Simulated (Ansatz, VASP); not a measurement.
One calculation of Y, two programs

```
CELL_PARAMETERS angstrom
-1.04363 2.08727 2.08727
2.08727 -1.04363 2.08727
2.08727 2.08727 -1.04363
ATOMIC_POSITIONS crystal
Y 0.00000 0.00000 0.00000
```

Alike in both runs: task single point; functional r2SCAN; k mesh 18 × 18 × 18; occupations gaussian, width 0.15 eV; no spin polarisation.

|  | VASP | Ansatz |
| --- | --- | --- |
| version | VASP 6.6.1 | Ansatz 0.2.0 |
| potentials or method | VASP PAW PBE potentials, release 64 (Y_sv), cutoff 520 eV | scalar-relativistic, plane waves, PAW |
| valence electrons in the cell | 11 | 11 |

```tsv
	VASP	Ansatz	Ansatz less VASP
gap on the k mesh at the Fermi level (eV)	none	none	-
pressure (GPa)	3.7	3.7	-0.05
```

VASP's potentials were made for PBE, not for r2SCAN. A gap of «none» marks a metal or a gap that the smearing closes. The functional is the same, so the differences come from potentials, cutoffs and numerics.
